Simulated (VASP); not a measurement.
# TiCo2 (Fd-3m) in VASP: further runs, part 2 of 3

VASP 6.6.1. The steps go on from the part before.

**3. Relaxation of cell and atoms, LDA**

File INCAR:

```
SYSTEM = TiCo2
PREC = Accurate
ENCUT = 600
EDIFF = 1E-6
ISMEAR = 0
SIGMA = 0.1
LREAL = .False.
LASPH = .True.
NELM = 80
ALGO = Fast
ISIF = 3
LWAVE = .False.
LCHARG = .False.
IBRION = 2
NSW = 100
EDIFFG = -0.005
```

File KPOINTS:

```
regular mesh
0
Gamma
  10 10 10
  0 0 0
```

File POSCAR:

```
TiCo2
1.0
    0.0000000000      3.2442710890      3.2442710890
    3.2442710890      0.0000000000      3.2442710890
    3.2442710890      3.2442710890      0.0000000000
Ti Co
2 4
Direct
    0.5000000000      0.5000000000      0.5000000000
    0.7500000000      0.7500000000      0.7500000000
    0.1250000000      0.1250000000      0.1250000000
    0.6250000000      0.1250000000      0.1250000000
    0.1250000000      0.1250000000      0.6250000000
    0.1250000000      0.6250000000      0.1250000000
```

Potentials or basis: VASP PAW LDA potentials, release 64 (Ti_sv, Co).

Command:

```bash
$ cat potpaw_LDA.64/Ti_sv/POTCAR potpaw_LDA.64/Co/POTCAR > POTCAR
$ mpirun -np 1 vasp_std > vasp.out
```

OUTCAR:

```text
SYSTEM = TiCo2
   PREC = Accurate
   ENCUT = 600
   EDIFF = 1E-6
   ISMEAR = 0
   LREAL = .False.
   LASPH = .True.
   NELM = 80
   ISIF = 3
   IBRION = 2
   NSW = 100
   EDIFFG = -0.005

 ion  position               nearest neighbor table
   1  0.500  0.500  0.500-   3 2.69   5 2.69   6 2.69   3 2.69   4 2.69   5 2.69   3 2.69   4 2.69
                             6 2.69   4 2.69   5 2.69   6 2.69   2 2.81   2 2.81   2 2.81   2 2.81
   2  0.750  0.750  0.750-   4 2.69   5 2.69   6 2.69   3 2.69   4 2.69   6 2.69   3 2.69   4 2.69
                             5 2.69   3 2.69   5 2.69   6 2.69   1 2.81   1 2.81   1 2.81   1 2.81
   3  0.125  0.125  0.125-   4 2.29   5 2.29   6 2.29   5 2.29   6 2.29   4 2.29   1 2.69   2 2.69
                             1 2.69   2 2.69   1 2.69   2 2.69
   4  0.625  0.125  0.125-   3 2.29   5 2.29   6 2.29   3 2.29   5 2.29   6 2.29   2 2.69   1 2.69
                             1 2.69   2 2.69   2 2.69   1 2.69
   5  0.125  0.125  0.625-   3 2.29   3 2.29   4 2.29   6 2.29   6 2.29   4 2.29   1 2.69   2 2.69
                             1 2.69   2 2.69   1 2.69   2 2.69
   6  0.125  0.625  0.125-   3 2.29   5 2.29   3 2.29   4 2.29   5 2.29   4 2.29   2 2.69   1 2.69
                             2 2.69   2 2.69   1 2.69   1 2.69

  LATTYP: Found a face centered cubic cell.
 ALAT       =     6.4885421780

  Lattice vectors:

 A1 = (   0.0000000000,   3.2442710890,   3.2442710890)
 A2 = (   3.2442710890,   0.0000000000,   3.2442710890)
 A3 = (   3.2442710890,   3.2442710890,   0.0000000000)

Analysis of symmetry for initial positions (statically):
=====================================================================
 Subroutine PRICEL returns:
 Original cell was already a primitive cell.

 Routine SETGRP: Setting up the symmetry group for a
 face centered cubic supercell.

 Subroutine GETGRP returns: Found 48 space group operations
 (whereof 24 operations were pure point group operations)
 out of a pool of 48 trial point group operations.

The static configuration has the point symmetry T_d .
 The point group associated with its full space group is O_h .

Analysis of symmetry for dynamics (positions and initial velocities):
=====================================================================
 Subroutine PRICEL returns:
 Original cell was already a primitive cell.

 Routine SETGRP: Setting up the symmetry group for a
 face centered cubic supercell.

 Subroutine GETGRP returns: Found 48 space group operations
 (whereof 24 operations were pure point group operations)
 out of a pool of 48 trial point group operations.

The dynamic configuration has the point symmetry T_d .
 The point group associated with its full space group is O_h .

 Subroutine INISYM returns: Found 48 space group operations
 (whereof 24 operations are pure point group operations),
 and found     1 'primitive' translations

----------------------------------------------------------------------------------------

                                     Primitive cell

  volume of cell :      68.2938

  direct lattice vectors                    reciprocal lattice vectors
     0.000000000  3.244271089  3.244271089    -0.154117824  0.154117824  0.154117824
     3.244271089  0.000000000  3.244271089     0.154117824 -0.154117824  0.154117824
     3.244271089  3.244271089  0.000000000     0.154117824  0.154117824 -0.154117824

  length of vectors
     4.588092174  4.588092174  4.588092174     0.266939901  0.266939901  0.266939901
[... 74 lines left out ...]
   dimension x,y,z NGX =    40 NGY =   40 NGZ =   40
   dimension x,y,z NGXF=    80 NGYF=   80 NGZF=   80
   ions per type =               2   4
   NGX,Y,Z   is equivalent  to a cutoff of  14.49, 14.49, 14.49 a.u.
   NGXF,Y,Z  is equivalent  to a cutoff of  28.99, 28.99, 28.99 a.u.
 SYSTEM =  TiCo2
   PREC   = accura    normal or accurate (medium, high low for compatibility)
   ISTART =      0    job   : 0-new  1-cont  2-samecut
   ICHARG =      2    charge: 1-file 2-atom 10-const
   ISPIN  =      1    spin polarized calculation?
   LNONCOLLINEAR =      F non collinear calculations
   LSORBIT =      F    spin-orbit coupling
   LASPH  =      T    aspherical Exc in radial PAW
   ENCUT  =  600.0 eV  44.10 Ry    6.64 a.u.   9.16  9.16  9.16*2*pi/ulx,y,z
   NELM   =     80;   NELMIN=  2; NELMDL= -5     # of ELM steps
   EDIFF  = 0.1E-05   stopping-criterion for ELM
   LREAL  =      F    real-space projection
   EDIFFG = -.5E-02   stopping-criterion for IOM
   NSW    =    100    number of steps for IOM
   IBRION =      2    ionic relax: 0-MD 1-quasi-New 2-CG
   NFREE  =      1    steps in history (QN), initial steepest desc. (CG)
   ISIF   =      3    stress and relaxation
   ISYM   =      2    0-nonsym 1-usesym 2-fastsym
   POTIM  = 0.5000    time-step for ionic-motion
   TEBEG  =    0.0;   TEEND  =   0.0 temperature during run
   PSTRESS=    0.0 pullay stress
   NELECT =      60.0000    total number of electrons
   NUPDOWN=      -1.0000    fix difference up-down
   EMIN   =  10.00;   EMAX   =-10.00  energy-range for DOS
   EFERMI =   0.00;   METHOD = LEGACY
   ISMEAR =     0;   SIGMA  =   0.10  broadening in eV -4-tet -1-fermi 0-gaus
   EFERMI_NEDOS =   21; number of points for ismear=-14 and -15
   IALGO  =     68    algorithm
   IMIX   =      4    mixing-type and parameters
     AMIX     =   0.40;   BMIX     =  1.00
     AMIX_MAG =   1.60;   BMIX_MAG =  1.00
  volume/ion in A,a.u.               =      11.38        76.81
  Fermi-wavevector in a.u.,A,eV,Ry     =   1.567947  2.962991 33.449359  2.458459
  Thomas-Fermi vector in A             =   2.670051
   LORBIT       =      0    0 simple, 1 ext, 2 COOP (PROOUT), +10 PAW based schemes
   GGA     = CA    functional components
   LHFCALC =     F    Hartree Fock is set to
   AEXX    =    0.0000 exact exchange contribution
   IVDW    =     0    specifies the selected vdW correction
   LEPSILON=     F    determine dielectric tensor
   LRPA    =     F    only Hartree local field effects (RPA)
 conjugate gradient relaxation of ions
 non-spin polarized calculation
 RMM-DIIS sequential band-by-band and
 Gauss-broadening in eV      SIGMA  =   0.10
  energy-cutoff  :      600.00
  volume of cell :       68.29
 maximum number of plane-waves:      2301
 NGX is ok and might be reduce to    40
   NGX = 19   NGY = 19   NGZ = 19

--------------------------------------- Ionic step        1  -------------------------------------------

 number of electron      60.0000010 magnetization

 Free energy of the ion-electron system (eV)
  ---------------------------------------------------
  ext. energy  EPLUGINS =         0.00000000
  ---------------------------------------------------
  free energy    TOTEN  =       -52.11339335 eV

  energy without entropy =      -52.07357934  energy(sigma->0) =      -52.09348634

------------------------ aborting loop because EDIFF is reached ----------------------------------------

  FORCE on cell =-STRESS in cart. coord.  units (eV):
  Direction    XX          YY          ZZ          XY          YZ          ZX
  --------------------------------------------------------------------------------------
  -------------------------------------------------------------------------------------
  Total       -0.3150107     -0.3150107     -0.3150107     -0.0000000     -0.0000000      0.0000000
  in kB       -7.3901720     -7.3901720     -7.3901720     -0.0000000     -0.0000000      0.0000000
  external PRESSURE =      -7.3901720 kB  Pullay stress =       0.0000000 kB
[... 67 lines left out ...]
--------------------------------------- Ionic step        3  -------------------------------------------

 number of electron      60.0000009 magnetization

 Free energy of the ion-electron system (eV)
  ---------------------------------------------------
  ext. energy  EPLUGINS =         0.00000000
  ---------------------------------------------------
  free energy    TOTEN  =       -52.11386680 eV

  energy without entropy =      -52.07421327  energy(sigma->0) =      -52.09404003

 E-fermi :  10.9847     XC(G=0): -13.6607

 val. band max:       10.9760634846   @ k =   0.5000   0.4000   0.0000
 cond. band min:      10.9875052492   @ k =   0.5000   0.3000   0.1000
 fundamental gap:      0.0114417646
 Fermi energy:        10.9847440486

 k-point     1 :       0.0000    0.0000    0.0000
  band No.  band energies     occupation
      1     -45.3475      2.00000
      2     -45.2179      2.00000
      3     -22.0668      2.00000
      4     -22.0668      2.00000
      5     -22.0668      2.00000
      6     -21.8065      2.00000
[... 925 lines left out ...]
     35      12.1408      0.00000
     36      12.7154      0.00000

 [... further k-points ...]

------------------------ aborting loop because EDIFF is reached ----------------------------------------

  FORCE on cell =-STRESS in cart. coord.  units (eV):
  Direction    XX          YY          ZZ          XY          YZ          ZX
  --------------------------------------------------------------------------------------
  -------------------------------------------------------------------------------------
  Total        0.0211279      0.0211279      0.0211279      0.0000000      0.0000000     -0.0000000
  in kB        0.4971971      0.4971971      0.4971971      0.0000000      0.0000000     -0.0000000
  external PRESSURE =       0.4971971 kB  Pullay stress =       0.0000000 kB
[... 21 lines left out ...]
  FREE ENERGIE OF THE ION-ELECTRON SYSTEM (eV)
  ---------------------------------------------------
  free  energy   TOTEN  =       -52.1138668018 eV

  energy  without entropy=      -52.0742132651  energy(sigma->0) =      -52.09404003

 reached required accuracy - stopping structural energy minimisation
```

It took 9.6 min on 1 thread of AMD EPYC 9R45 (Zen 5), shared host; peak memory 0.25 GiB.

Results:

| Item | Value |
| --- | --- |
| Free energy | -52.1139 eV |
| Relaxed volume | 11.35 Å³/atom |
| Relaxed cell | a = 4.583 Å, b = 4.583 Å, c = 4.583 Å, α = 60.00°, β = 60.00°, γ = 60.00° |
| Space group after relaxing (to 0.05 Å) | Fd-3m (No. 227) |
| Energy gained by relaxing | 0.1 meV/atom |
| Ionic steps | 3 |
| Pressure after relaxing | 0.0 GPa |
| Band gap on the k mesh | zero (band 30 reaches 11.20 eV, above the bottom of band 31 at 10.38 eV) |

Step by step:
| step | energy change (eV) | largest force (eV/Å) | pressure (GPa) | volume (Å³) |
| --- | --- | --- | --- | --- |
| 1 | 0.0000 | 0.0000 | -0.74 | 68.29 |
| 2 | 0.0007 | 0.0000 | 1.25 | 67.78 |
| 3 | -0.0005 | 0.0000 | 0.05 | 68.08 |

Final structure:
```xyz
6
Lattice="0.0000 3.2409 3.2409 3.2409 0.0000 3.2409 3.2409 3.2409 0.0000" Properties=species:S:1:pos:R:3 pbc="T T T"
Ti    3.2409    3.2409    3.2409
Ti    4.8614    4.8614    4.8614
Co    0.8102    0.8102    0.8102
Co    0.8102    2.4307    2.4307
Co    2.4307    2.4307    0.8102
Co    2.4307    0.8102    2.4307
```

[end of part 2 of 3]
